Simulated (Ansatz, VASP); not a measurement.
# TiAl in VASP and in Ansatz

Contents of INCAR:

```
SYSTEM = TiAl
ALGO = Fast
EDIFF = 1E-6
ENCUT = 520
GGA = PE
ISIF = 2
ISMEAR = 0
LASPH = .TRUE.
LCHARG = .FALSE.
LREAL = .FALSE.
LWAVE = .FALSE.
NBANDS = 14
NELM = 100
PREC = Accurate
SIGMA = 0.1
```

KPOINTS

```
k-points
0
G
  12 12 12
  0 0 0
```

The input POSCAR:

```
TiAl
1.0
    3.3129025944      0.0063263374      0.0635812800
    0.0063263374      3.3261592913     -0.0063263374
    0.0635812800     -0.0063263374      3.3129025944
Ti Al
1 1
Direct
    0.0194732475     -0.0383130102     -0.0194732475
    0.4805267525      0.5383130102      0.5194732475
```

Input for Ansatz:

```yaml
crystal:
  lattice:
    - [3.3129025944, 0.0063263374, 0.06358128]
    - [0.0063263374, 3.3261592913, -0.0063263374]
    - [0.06358128, -0.0063263374, 3.3129025944]
  atoms:
    - { symbol: Ti, position: [0.0194732475, -0.0383130102, -0.0194732475] }
    - { symbol: Al, position: [0.4805267525, 0.5383130102, 0.5194732475] }
basis:
  ecutwfc: 420
kpoints:
  mp_grid: { grid: [12, 12, 12] }
hamiltonian:
  xc: pbe
scf:
  occupations: { method: gaussian, width: 0.1 }
output:
  forces: true
  stress: true
  eigenvalues: true
  populations: true
  write_density: true
  write_potential: true
  elf: true
  volumetric_format: npy
```

Alike in both runs: task single point; functional PBE; k mesh 12 × 12 × 12; occupations gaussian, width 0.1 eV; no spin polarisation.

|  | VASP | Ansatz |
| --- | --- | --- |
| version | VASP 6.6.1 | Ansatz 0.2.0 |
| potentials or method | VASP PAW PBE potentials, release 64 (Ti_sv, Al), cutoff 520 eV | scalar-relativistic, plane waves, PAW |
| valence electrons in the cell | 15 | 15 |

|  | VASP | Ansatz | Ansatz less VASP |
| --- | --- | --- | --- |
| gap on the k mesh at the Fermi level (eV) | none | none | - |
| pressure (GPa) | -7.4 | -7.4 | +0.05 |
| traceless stress, the component that is largest in VASP (GPa) | -3.14 | -3.15 | -0.002 |
| rms of the force components (eV/Å) | 0.896 | 0.894 | -0.0017 |

Atom by atom the forces differ by 0.002 eV/Å (rms over components). A gap of «none» marks a metal or a gap that the smearing closes.
